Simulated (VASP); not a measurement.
**Lu: single point with revPBE**

Crystal: Lu.

```
Lu
1.0
     0.00000    2.50373    2.50373
     2.50373    0.00000    2.50373
     2.50373    2.50373    0.00000
Lu
1
Direct
  0.00000 0.00000 0.00000
```

This cell differs from its parent crystal: volume scaled by 1.04.

```json
{"Program": "VASP 6.6.1", "Task": "single point", "Functional": "revPBE", "Potentials or basis": "VASP PAW PBE potentials, release 64 (Lu)", "Cutoff": "520 eV", "k mesh": "12 × 12 × 12", "Occupations": "fermi-dirac, width 0.1 eV", "Spin": "no spin polarisation"}
```

| Property | Result |
| --- | --- |
| Pressure | -1.3 GPa |

Levels at points of the mesh, in eV from the Fermi level:
| k point | band 10 | band 11 | band 12 | band 13 | band 14 | band 15 |
| --- | --- | --- | --- | --- | --- | --- |
| (0.00, 0.00, 0.00) | -5.06 | -5.06 | -5.06 | 2.19 | 2.19 | 2.19 |
| (0.50, 0.00, 0.00) | -5.07 | -5.06 | -2.46 | 0.11 | 2.01 | 2.01 |
| (0.50, 0.50, 0.00) | -5.08 | -5.08 | -1.83 | -0.65 | 1.58 | 5.99 |

Wall time 16 s on 1 thread of Intel(R) Xeon(R) 6975P-C (Granite Rapids), on a shared host, peak memory 0.19 GiB.

Caveat: the PAW data sets were made with another functional, which shifts forces and pressure a little; spin-orbit coupling is left out, which moves the levels of the heavy elements.
